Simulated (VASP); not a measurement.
Set up this calculation in VASP 6.6.1, as the native input.

```
Task                   : single point
Functional             : PBE
Potentials or basis    : VASP PAW PBE potentials, release 64 (Be, Si)
Cutoff                 : 520 eV
k mesh                 : 24 × 24 × 12
Occupations            : gaussian, width 0.1 eV
Spin                   : no spin polarisation
Dipole correction      : no
Further INCAR settings : ALGO = Normal; EDIFF = 1e-06; NBANDS = 10
```

The structure of BeSi lies in POSCAR:

```
BeSi
1.0
    2.4955680440      0.0000000000      0.0000000000
   -1.2477840220      2.1612253230      0.0000000000
    0.0000000000      0.0000000000      4.8331463376
Be Si
1 1
Direct
    0.0000000000      0.0000000000      0.0000000000
    0.0000000000      0.0000000000      0.5000000000
```

These files were run (other wordings do the same):

INCAR

```
SYSTEM = BeSi
PREC = Accurate ; ENCUT = 520
EDIFF = 1E-6 ; ISMEAR = 0
SIGMA = 0.1 ; LREAL = .False.
LASPH = .True. ; NELM = 60
ALGO = Normal ; ISIF = 2
LWAVE = .False. ; LCHARG = .False.
GGA = PE ; NBANDS = 10
```

KPOINTS

```
Automatic mesh
0
Gamma
  24 24 12
  0 0 0
```

Potentials or basis: VASP PAW PBE potentials, release 64 (Be, Si).

Command:

```sh
$ cat potpaw_PBE.64/Be/POTCAR potpaw_PBE.64/Si/POTCAR > POTCAR
$ mpirun -np 1 vasp_std > vasp.out
```

Results of the run:

```
Pressure               : 0.0 GPa
Band gap on the k mesh : zero (band 3 reaches 9.22 eV, above the bottom of band 4 at 5.50 eV)
```

Run time: 31 s on 1 thread of Intel(R) Xeon(R) 6975P-C (Granite Rapids), with other jobs on the host, peak memory 0.22 GiB.
